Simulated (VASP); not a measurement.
Here is a VASP 6.6.1 calculation.

File INCAR:

```
PREC     = Accurate       # precision mode
ENCUT    = 500            # plane-wave cutoff, eV
EDIFF    = 1E-6           # SCF threshold, eV
ISMEAR   = -1             # smearing method
SIGMA    = 0.5            # smearing width, eV
LREAL    = F              # projectors in reciprocal space
LASPH    = T              # aspherical terms in the spheres
NELM     = 120            # most SCF steps
ALGO     = Normal         # electronic algorithm
ISIF     = 2              # what is computed and relaxed
LWAVE    = F              # write WAVECAR
LCHARG   = F              # write CHGCAR
GGA      = PE             # functional
NBANDS   = 15             # bands
GGA_COMPAT= F
```

Contents of KPOINTS:

```
Automatic mesh
0
Gamma
  6 6 6
```

The input POSCAR:

```
CaS
1.0
    0.0000000000      2.8479357440      2.8479357440
    2.8479357440      0.0000000000      2.8479357440
    2.8479357440      2.8479357440      0.0000000000
Ca S
1 1
Direct
    0.0000000000      0.0000000000      0.0000000000
    0.5000000000      0.5000000000      0.5000000000
```

Potentials or basis: VASP PAW PBE potentials, release 64 (Ca_sv, S).

Run with:

```bash
$ cat potpaw_PBE.64/Ca_sv/POTCAR potpaw_PBE.64/S/POTCAR > POTCAR
$ mpirun -np 1 vasp_std > vasp.out
```

Question: Estimate the pressure.

Answer: 0.7 GPa.

Question: What does it give for the band gap on the k mesh?

Answer: 2.39 eV (least direct gap 3.19 eV).

A k mesh can miss the band edges. PBE gaps usually lie below the measured ones, often by a third to a half.
